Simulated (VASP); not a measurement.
Cr: single point with PBE

Crystal: Cr.

```
Cr
1.0
    -1.42401    1.42401    1.42401
     1.42401   -1.42401    1.42401
     1.42401    1.42401   -1.42401
Cr
1
Direct
  0.00000 0.00000 0.00000
```

* Program: VASP 6.6.1
* Task: single point
* Functional: PBE
* Potentials or basis: VASP PAW PBE potentials, release 64 (Cr_pv)
* Cutoff: 520 eV
* k mesh: 15 × 15 × 15
* Occupations: gaussian, width 0.3 eV
* Spin: collinear spin, ferromagnetic start
* Starting moments: [1.5] μB
* Dipole correction: no
* Further INCAR settings: ALGO = Normal; EDIFF = 1e-07; NBANDS = 16

The pressure is -0.3 GPa, the band gap on the k mesh is zero (filled and empty bands overlap) and the net moment is 0.00 μB per cell. The valence electrons inside the program's atomic spheres are Cr 11.06.

Levels at points of the mesh, in eV from the Fermi level:
Spin up:
| k point | band 4 | band 5 | band 6 | band 7 | band 8 | band 9 |
| --- | --- | --- | --- | --- | --- | --- |
| (0.00, 0.00, 0.00) | -7.85 | -0.90 | -0.90 | -0.90 | 1.16 | 1.16 |
Spin down:
```csv
k point,band 3,band 4,band 5,band 6,band 7,band 8,band 9,band 10
"(0.00, 0.00, 0.00)",-42.71,-7.85,-0.90,-0.90,-0.90,1.16,1.16,7.13
```

It took 28 s on 1 thread of Intel Xeon 6975P-C, with other jobs on the host, peak memory 0.14 GiB.

Caveat: the starting moments collapsed, and a magnetic state may lie lower.
